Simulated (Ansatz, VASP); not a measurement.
One calculation of MnSb, two programs

```xyz
2
Lattice="0.0000 2.7380 2.7380 2.7380 0.0000 2.7380 2.7380 2.7380 0.0000" Properties=species:S:1:pos:R:3 pbc="T T T"
Mn    0.0000    0.0000    0.0000
Sb    2.7380    2.7380    2.7380
```

Change from the starting cell: volume scaled by 0.94, no spin polarisation, PAW files.

Alike in both runs: task single point; functional PBE; k mesh 12 × 12 × 12; occupations fermi-dirac, width 0.08 eV; no spin polarisation.

```csv
,VASP,Ansatz
version,VASP 6.6.1,Ansatz 0.2.0
potentials or method,"VASP PAW PBE potentials, release 64 (Mn_pv, Sb)","PAW with Ansatz's default frozen-core files, scalar-relativistic"
plane-wave cutoff (eV),520,420
valence electrons in the cell,18,30
```

|  | VASP | Ansatz | Ansatz less VASP |
| --- | --- | --- | --- |
| pressure (GPa) | -10.6 | -10.5 | +0.08 |

With one functional, cell and mesh, what is left measures potentials, basis and numerics. VASP's potentials hold 18 valence electrons a cell and Ansatz's 30, so a difference there can come from the potentials and not from the codes.

Neither program's run includes spin-orbit coupling.
